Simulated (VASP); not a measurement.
Here is a VASP 6.6.1 calculation.

POSCAR

```
TiOs3
1.0
    3.7920594896      0.0000000000      0.0000000000
    0.0000000000      3.7920594896      0.0000000000
    0.0000000000      0.0000000000      3.7920594896
Ti Os
1 3
Direct
    0.0000000000      0.0000000000      0.0000000000
    0.5000000000      0.5000000000      0.0000000000
    0.5000000000      0.0000000000      0.5000000000
    0.0000000000      0.5000000000      0.5000000000
```

The input INCAR.step1:

```
PREC = Accurate
ENCUT = 520
ISMEAR = -1
SIGMA = 0.1
LREAL = F
LASPH = T
NELM = 100
NBANDS = 26
GGA = PE
ALGO = Normal
EDIFF = 1E-4
LWAVE = T
LCHARG = F
```

INCAR.step2

```
PREC = Accurate
ENCUT = 520
EDIFF = 1E-6
ISMEAR = -1
SIGMA = 0.1
LREAL = F
LASPH = T
NELM = 100
ALGO = Normal
ISIF = 2
LWAVE = F
LCHARG = F
METAGGA = R2SCAN
LMIXTAU = T
NBANDS = 26
ISTART = 1
```

The input KPOINTS:

```
Automatic mesh
0
Gamma
  7 7 7
```

Potentials or basis: VASP PAW PBE potentials, release 64 (Ti_sv, Os).

Command:

```bash
$ cat potpaw_PBE.64/Ti_sv/POTCAR potpaw_PBE.64/Os/POTCAR > POTCAR
$ cp INCAR.step1 INCAR
$ mpirun -np 1 vasp_std > vasp.out
$ cp INCAR.step2 INCAR
$ mpirun -np 1 vasp_std > vasp.out
```

(1) Estimate the band gap on the k mesh.

(2) Predict the pressure.

Results:

(1) zero (bands 18 and 19 overlap by 3.97 eV).

(2) 21.5 GPa.

Caveat: the cell stands under pressure; the PAW data sets were made with another functional, which shifts forces and pressure a little; spin-orbit coupling is left out, which moves the levels of the heavy elements.
